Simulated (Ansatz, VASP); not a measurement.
**As in VASP and in Ansatz**

The input INCAR:

```
  PREC = Accurate
  ENCUT = 520
  EDIFF = 1E-6
  ISMEAR = -1
  SIGMA = 0.1
  LREAL = F
  LASPH = T
  NELM = 80
  ALGO = Normal
  ISIF = 2
  LWAVE = F
  LCHARG = F
  GGA = CA
  NBANDS = 8
```

Contents of KPOINTS:

```
Automatic mesh
0
Gamma
  15 15 15
```

File POSCAR:

```
As
1.0
    0.0000000000      2.0285235081      2.0285235081
    2.0285235081      0.0000000000      2.0285235081
    2.0285235081      2.0285235081      0.0000000000
As
1
Direct
    0.0000000000      0.0000000000      0.0000000000
```

Input for Ansatz:

```yaml
crystal:
  lattice:
    - [0.0, 2.0285235081, 2.0285235081]
    - [2.0285235081, 0.0, 2.0285235081]
    - [2.0285235081, 2.0285235081, 0.0]
  atoms:
    - { symbol: As, position: [0.0, 0.0, 0.0] }
hamiltonian:
  xc: lda
  pseudopotentials:
    kind: paw
    azcp:
      As: "pseudopotentials/As.paw.azcp"
basis:
  ecutwfc: 420
  fft_grid_basis: typed
kpoints:
  mp_grid: { grid: [15, 15, 15], shift: [0, 0, 0] }
magnetization:
  spin_polarized: false
scf:
  occupations: { method: fermi_dirac, width: 0.1 }
  lower_state_search: "off"
output:
  stress: true
```

Alike in both runs: task single point; functional LDA; k mesh 15 × 15 × 15; occupations fermi-dirac, width 0.1 eV; no spin polarisation.

|  | VASP | Ansatz |
| --- | --- | --- |
| version | VASP 6.6.1 | Ansatz 0.2.0 |
| potentials or method | VASP PAW LDA potentials, release 64 (As), cutoff 520 eV | plane waves (420 eV) with PAW, scalar-relativistic |
| valence electrons in the cell | 5 | 15 |

```csv
,VASP,Ansatz,Ansatz less VASP
pressure (GPa),9.8,9.3,-0.46
```

Ansatz warns that its potentials were made for another functional, while VASP's fit it. LDA's correlation is that of Perdew and Zunger in VASP and of Perdew and Wang (1992) in Ansatz. VASP's potentials hold 5 valence electrons a cell and Ansatz's 15, so a difference there can come from the potentials and not from the codes.
